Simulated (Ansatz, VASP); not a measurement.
## Ir: VASP beside Ansatz

File INCAR:

```
ALGO = Normal ; EDIFF = 1E-7
ENCUT = 520 ; GGA = CA
ISIF = 2 ; ISMEAR = -1
LASPH = T ; LCHARG = F
LREAL = F ; LWAVE = F
NBANDS = 10 ; NELM = 100
PREC = Accurate ; SIGMA = 0.1
```

The input KPOINTS:

```
k-points
0
Gamma
  17 17 17
```

The input POSCAR:

```
Ir
1.0
    0.0000000000      1.6759354692      1.6759354692
    1.6759354692      0.0000000000      1.6759354692
    1.6759354692      1.6759354692      0.0000000000
Ir
1
Direct
    0.0000000000      0.0000000000      0.0000000000
```

Input for Ansatz:

```yaml
crystal:
  lattice:
    - [0.0, 1.6759354692, 1.6759354692]
    - [1.6759354692, 0.0, 1.6759354692]
    - [1.6759354692, 1.6759354692, 0.0]
  atoms:
    - { symbol: Ir, position: [0.0, 0.0, 0.0] }
kpoints:
  mp_grid: { grid: [17, 17, 17] }
scf:
  occupations: { method: fermi_dirac, width: 0.1 }
hamiltonian:
  xc: lda
  pseudopotentials: { kind: paw }
output:
  forces: true
  stress: true
  eigenvalues: true
  populations: true
  write_density: true
  write_potential: true
  elf: true
  volumetric_format: npy
```

Change from the starting cell: volume scaled by 0.68, PAW files.

Alike in both runs: task single point; functional LDA; k mesh 17 × 17 × 17; occupations fermi-dirac, width 0.1 eV; no spin polarisation.

```csv
,VASP,Ansatz
version,VASP 6.6.1,Ansatz 0.2.0
potentials or method,"VASP PAW LDA potentials, release 64 (Ir)","PAW with Ansatz's default frozen-core files, scalar-relativistic"
plane-wave cutoff (eV),520,420
valence electrons in the cell,9,17
```

|  | VASP | Ansatz | Ansatz less VASP |
| --- | --- | --- | --- |
| pressure (GPa) | 410.4 | 396.6 | -13.82 |

LDA's correlation is that of Perdew and Zunger in VASP and of Perdew and Wang (1992) in Ansatz. Both programs put the cell under a high pressure, so it lies far from rest at this level. VASP's potentials hold 9 valence electrons a cell and Ansatz's 17, so a difference there can come from the potentials and not from the codes.

Neither program's run includes spin-orbit coupling. Noted on VASP's run: the cell as given lies far from equilibrium.
